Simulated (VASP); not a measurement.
# Cu (Fm-3m) in VASP: notebook

Runs on Cu. Level: LDA. Tasks: single point, relaxation of cell and atoms.

Program: VASP 6.6.1. These are calculated values, not measurements. Logs are shortened: lines on timing, memory, paths and dates and some standing lists are left out, and cuts for length are marked.

### 1 The cell of the first run

The structure is cubic, space group Fm-3m (No. 225). Conventional cell: a = 3.518 Å, b = 3.518 Å, c = 3.518 Å, α = 90.00°, β = 90.00°, γ = 90.00°. Cu (site symmetry m-3m) has 12 Cu at 2.49 Å within 3.3 Å.

### 2 Single point, LDA

Contents of INCAR:

```
SYSTEM = Cu
PREC     = Accurate       ! precision mode
ENCUT    = 600            ! plane-wave cutoff, eV
EDIFF    = 1E-6           ! SCF threshold, eV
ISMEAR   = 0              ! smearing method
SIGMA    = 0.1            ! smearing width, eV
LREAL    = .FALSE.        ! projectors in reciprocal space
LASPH    = .TRUE.         ! aspherical terms in the spheres
NELM     = 120            ! most SCF steps
ALGO     = Normal         ! electronic algorithm
ISIF     = 2              ! what is computed and relaxed
LWAVE    = .FALSE.        ! write WAVECAR
LCHARG   = .TRUE.         ! write CHGCAR
LELF     = .TRUE.         ! ELF
LVHAR    = .TRUE.       
NBANDS   = 12             ! bands
GGA_COMPAT= .FALSE.
```

Contents of KPOINTS:

```
regular mesh
0
G
  20 20 20
  0 0 0
```

Contents of POSCAR:

```
Cu
1.0
    0.0000000000      1.7591151946      1.7591151946
    1.7591151946      0.0000000000      1.7591151946
    1.7591151946      1.7591151946      0.0000000000
Cu
1
Direct
    0.0000000000      0.0000000000      0.0000000000
```

Potentials or basis: VASP PAW LDA potentials, release 64 (Cu).

On the command line:

```console
> cat potpaw_LDA.64/Cu/POTCAR > POTCAR
> mpirun -np 1 vasp_std > vasp.out
```

OUTCAR:

```text
SYSTEM = Cu
   PREC = Accurate
   ENCUT = 600
   EDIFF = 1E-6
   ISMEAR = 0
   LREAL = .FALSE.
   LASPH = .TRUE.
   NELM = 120
   ISIF = 2

 ion  position               nearest neighbor table
   1  0.000  0.000  0.000-

  LATTYP: Found a face centered cubic cell.
 ALAT       =     3.5182303892

  Lattice vectors:

 A1 = (   0.0000000000,   1.7591151946,   1.7591151946)
 A2 = (   1.7591151946,   0.0000000000,   1.7591151946)
 A3 = (   1.7591151946,   1.7591151946,   0.0000000000)

Analysis of symmetry for initial positions (statically):
=====================================================================
 Subroutine PRICEL returns:
 Original cell was already a primitive cell.

 Routine SETGRP: Setting up the symmetry group for a
 face centered cubic supercell.

 Subroutine GETGRP returns: Found 48 space group operations
[... 9 lines left out ...]

 Routine SETGRP: Setting up the symmetry group for a
 face centered cubic supercell.

 Subroutine GETGRP returns: Found 48 space group operations
[... 11 lines left out ...]
                                     Primitive cell

  volume of cell :      10.8871

  direct lattice vectors                    reciprocal lattice vectors
     0.000000000  1.759115195  1.759115195    -0.284233802  0.284233802  0.284233802
     1.759115195  0.000000000  1.759115195     0.284233802 -0.284233802  0.284233802
     1.759115195  1.759115195  0.000000000     0.284233802  0.284233802 -0.284233802

  length of vectors
     2.487764566  2.487764566  2.487764566     0.492307386  0.492307386  0.492307386

  position of ions in fractional coordinates (direct lattice)
     0.000000000  0.000000000  0.000000000

  ion indices of the primitive-cell ions
   primitive index   ion index
                 1           1

----------------------------------------------------------------------------------------

 KPOINTS: regular mesh

Automatic generation of k-mesh.
 Grid dimensions read from file:
 generate k-points for:   20   20   20

 Generating k-lattice:

  Cartesian coordinates                     Fractional coordinates (reciprocal lattice)
    -0.014211690  0.014211690  0.014211690     0.050000000  0.000000000  0.000000000
     0.014211690 -0.014211690  0.014211690     0.000000000  0.050000000  0.000000000
     0.014211690  0.014211690 -0.014211690     0.000000000  0.000000000  0.050000000

  Length of vectors
     0.024615369  0.024615369  0.024615369

  Shift w.r.t. Gamma in fractional coordinates (k-lattice)
     0.000000000  0.000000000  0.000000000

[... 56 lines left out ...]
   ISIF   =      2    stress and relaxation
   ISYM   =      2    0-nonsym 1-usesym 2-fastsym
   POTIM  = 0.5000    time-step for ionic-motion
   TEBEG  =    0.0;   TEEND  =   0.0 temperature during run
   PSTRESS=    0.0 pullay stress
   NELECT =      11.0000    total number of electrons
   NUPDOWN=      -1.0000    fix difference up-down
   EMIN   =  10.00;   EMAX   =-10.00  energy-range for DOS
   EFERMI =   0.00;   METHOD = LEGACY
   ISMEAR =     0;   SIGMA  =   0.10  broadening in eV -4-tet -1-fermi 0-gaus
   EFERMI_NEDOS =   21; number of points for ismear=-14 and -15
   IALGO  =     38    algorithm
   IMIX   =      4    mixing-type and parameters
     AMIX     =   0.40;   BMIX     =  1.00
     AMIX_MAG =   1.60;   BMIX_MAG =  1.00
  volume/ion in A,a.u.               =      10.89        73.47
  Fermi-wavevector in a.u.,A,eV,Ry     =   1.642737  3.104323 36.716489  2.698586
  Thomas-Fermi vector in A             =   2.732989
   LORBIT       =      0    0 simple, 1 ext, 2 COOP (PROOUT), +10 PAW based schemes
   GGA     = CA    functional components
   LHFCALC =     F    Hartree Fock is set to
   AEXX    =    0.0000 exact exchange contribution
   IVDW    =     0    specifies the selected vdW correction
   LEPSILON=     F    determine dielectric tensor
   LRPA    =     F    only Hartree local field effects (RPA)
 non-spin polarized calculation
 Gauss-broadening in eV      SIGMA  =   0.10
  energy-cutoff  :      600.00
  volume of cell :       10.89
 maximum number of plane-waves:       380
   NGX =  9   NGY =  9   NGZ =  9

 number of electron      10.9999998 magnetization

 Free energy of the ion-electron system (eV)
  ---------------------------------------------------
  ext. energy  EPLUGINS =         0.00000000
  ---------------------------------------------------
  free energy    TOTEN  =        -4.70906459 eV

  energy without entropy =       -4.70781497  energy(sigma->0) =       -4.70843978

 E-fermi :   8.3790     XC(G=0): -13.5851

 val. band max:        8.3228039981   @ k =   0.4500   0.3000   0.0000
 cond. band min:       8.3896962473   @ k =   0.5000   0.2500   0.1000
 fundamental gap:      0.0668922492
 Fermi energy:         8.3789940874

 k-point     1 :       0.0000    0.0000    0.0000
  band No.  band energies     occupation
      1      -1.5813      2.00000
      2       5.0696      2.00000
      3       5.0696      2.00000
      4       5.0696      2.00000
      5       6.0199      2.00000
      6       6.0199      2.00000
      7      31.7256      0.00000
      8      34.8475      0.00000
      9      34.8475      0.00000
     10      34.8475      0.00000
     11      37.4660      0.00000
     12      37.4660      0.00000
[... 331 lines left out ...]
 k-point    24 :      -0.3500    0.0500    0.0000
  band No.  band energies     occupation
      1       2.3683      2.00000
      2       5.1032      2.00000
      3       5.1490      2.00000
      4       5.2888      2.00000
      5       6.3737      2.00000
      6       6.6902      2.00000
      7      16.1686      0.00000
      8      29.1185      0.00000
      9      31.5080      0.00000
     10      32.7899      0.00000
     11      35.0631      0.00000
     12      36.9107      0.00000

 [... further k-points ...]

------------------------ aborting loop because EDIFF is reached ----------------------------------------

  FORCE on cell =-STRESS in cart. coord.  units (eV):
  Direction    XX          YY          ZZ          XY          YZ          ZX
  --------------------------------------------------------------------------------------
  -------------------------------------------------------------------------------------
  Total        0.0636451      0.0636451      0.0636451      0.0000000     -0.0000000      0.0000000
  in kB        9.3661852      9.3661852      9.3661852      0.0000000     -0.0000000      0.0000000
  external PRESSURE =       9.3661852 kB  Pullay stress =       0.0000000 kB

 VOLUME and BASIS-vectors are now :
 -----------------------------------------------------------------------------
  energy-cutoff  :      600.00
  volume of cell :       10.89
      direct lattice vectors                 reciprocal lattice vectors
     0.000000000  1.759115195  1.759115195    -0.284233802  0.284233802  0.284233802
     1.759115195  0.000000000  1.759115195     0.284233802 -0.284233802  0.284233802
     1.759115195  1.759115195  0.000000000     0.284233802  0.284233802 -0.284233802

 POSITION                                       TOTAL-FORCE (eV/Angst)
 -----------------------------------------------------------------------------------
      0.00000      0.00000      0.00000         0.000000      0.000000      0.000000
 -----------------------------------------------------------------------------------
    total drift:                                0.000000      0.000000      0.000000

  FREE ENERGIE OF THE ION-ELECTRON SYSTEM (eV)
  ---------------------------------------------------
  free  energy   TOTEN  =        -4.7090645872 eV

  energy  without entropy=       -4.7078149710  energy(sigma->0) =       -4.70843978
```

stdout:

```text
POSCAR found type information on POSCAR Cu
 POSCAR found :  1 types and       1 ions
 scaLAPACK will be used
 LDA part: xc-table for (Slater(with rela. corr.)+CA(PZ))
 , standard interpolation
 POSCAR, INCAR and KPOINTS ok, starting setup
 FFT: planning ... GRIDC
 FFT: planning ... GRID_SOFT
 FFT: planning ... GRID
 WAVECAR not read
 entering main loop
```

Wall time 61 s (1 thread of Intel Xeon 8259CL, shared host); peak memory 0.15 GiB.

What came out:

```
Free energy : -4.7091 eV
Pressure    : 0.9 GPa
```

### 3 Relaxation of cell and atoms, LDA

This run uses another cell than the first one, of 11.96 Å³/atom, 1.098 times its volume.

Contents of INCAR:

```
SYSTEM = Cu
PREC = Accurate
ENCUT = 600
EDIFF = 1E-7
ISMEAR = 0
SIGMA = 0.1
LREAL = .FALSE.
LASPH = .TRUE.
NELM = 120
ALGO = Normal
ISIF = 3
LWAVE = .FALSE.
LCHARG = .FALSE.
GGA = CA
IBRION = 2
NSW = 70
EDIFFG = -0.005
GGA_COMPAT = .FALSE.
NELMIN = 4
```

Contents of KPOINTS:

```
Automatic mesh
0
G
  20 20 20
  0 0 0
```

Contents of POSCAR:

```
Cu
1.0
    0.0000000000      1.8148741276      1.8148741276
    1.8148741276      0.0000000000      1.8148741276
    1.8148741276      1.8148741276      0.0000000000
Cu
1
Direct
    0.0000000000      0.0000000000      0.0000000000
```

Potentials or basis: VASP PAW LDA potentials, release 64 (Cu).

On the command line:

```console
> cat potpaw_LDA.64/Cu/POTCAR > POTCAR
> mpirun -np 1 vasp_std > vasp.out
```

It took 2.6 min on 1 thread of Intel Xeon 8259CL, shared host; peak memory 0.17 GiB.

The run converged. Its results:

```
Free energy                            : -4.7097 eV
Relaxed volume                         : 10.94 Å³/atom
Relaxed cell                           : a = 2.492 Å, b = 2.492 Å, c = 2.492 Å, α = 60.00°, β = 60.00°, γ = 60.00°
Space group after relaxing (to 0.05 Å) : Fm-3m (No. 225)
Energy gained by relaxing              : 45.6 meV/atom
Ionic steps                            : 3
Pressure after relaxing                : -0.1 GPa
```

Step by step:
```csv
step,energy change (eV),largest force (eV/Å),pressure (GPa),volume (Å³)
1,0.0000,0.0000,-13.10,11.96
2,-0.0248,0.0000,11.85,10.34
3,-0.0456,0.0000,-0.07,10.94
```

Final structure:
```
CELL_PARAMETERS angstrom
0.00000 1.76205 1.76205
1.76205 0.00000 1.76205
1.76205 1.76205 0.00000
ATOMIC_POSITIONS crystal
Cu 0.00000 0.00000 0.00000
```

Levels at points of the mesh, in eV from the Fermi level:
| k point | band 3 | band 4 | band 5 | band 6 | band 7 | band 8 | band 9 |
| --- | --- | --- | --- | --- | --- | --- | --- |
| (0.00, 0.00, 0.00) | -3.29 | -3.29 | -2.35 | -2.35 | 23.31 | 26.39 | 26.39 |
| (0.50, 0.00, 0.00) | -3.32 | -1.71 | -1.71 | -1.18 | 4.15 | 21.79 | 23.15 |
| (0.50, 0.50, 0.00) | -1.72 | -1.55 | -1.55 | 1.46 | 7.69 | 13.63 | 13.63 |
